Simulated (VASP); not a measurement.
Set up this calculation in VASP 6.6.1, as the native input.

| Quantity | Value |
| --- | --- |
| Task | relaxation of cell and atoms |
| Functional | PBE |
| Potentials or basis | VASP PAW PBE potentials, release 64 (Li_sv) |
| Cutoff | 600 eV |
| k mesh | 18 × 18 × 6 |
| Occupations | gaussian, width 0.1 eV |
| Spin | no spin polarisation |
| Dipole correction | no |
| Further INCAR settings | ALGO = Normal; EDIFF = 1e-06; IBRION = 2; EDIFFG = -0.01; NSW = 100; ISIF = 3 |

The structure of Li lies in POSCAR:

```
Li
1.0
    3.0088829570      0.0000000000      0.0000000000
   -1.5044414785      2.6057690778      0.0000000000
    0.0000000000      0.0000000000      7.7861941878
Li
3
Direct
    0.6666666667      0.3333333333      0.6763014927
    0.6666666667      0.3333333333      0.3236985073
    0.0000000000      0.0000000000      0.0000000000
```

These files were run (other wordings do the same):

INCAR

```
SYSTEM = Li
PREC = Accurate
ENCUT = 600
EDIFF = 1E-6
ISMEAR = 0
SIGMA = 0.1
LREAL = .False.
LASPH = .True.
NELM = 100
ALGO = Normal
ISIF = 3
LWAVE = .False.
LCHARG = .False.
GGA = PE
IBRION = 2
NSW = 100
EDIFFG = -0.01
```

KPOINTS

```
Automatic mesh
0
Gamma
  18 18 6
  0 0 0
```

Potentials or basis: VASP PAW PBE potentials, release 64 (Li_sv).

Run with:

```bash
$ cat potpaw_PBE.64/Li_sv/POTCAR > POTCAR
$ mpirun -np 1 vasp_std > vasp.out
```

Results of the run:

```yaml
Relaxed_volume: 20.14 Å³/atom
Relaxed_cell: a = 2.995 Å, b = 2.995 Å, c = 7.775 Å, α = 90.00°, β = 90.00°, γ = 120.00°
Space_group_after_relaxing_to_0.05_Å: P-6m2 (No. 187)
Energy_gained_by_relaxing: 0.1 meV/atom
Ionic_steps: 3
Pressure_after_relaxing: 0.0 GPa
```

Caveat: the cutoff is under 1.25 times the usual one of these potentials, so pressure, stress and relaxed cells hold a basis-set (Pulay) error.

Wall time 48 s on 1 thread of Intel(R) Xeon(R) 6975P-C (Granite Rapids), with other jobs on the host, peak memory 0.21 GiB.
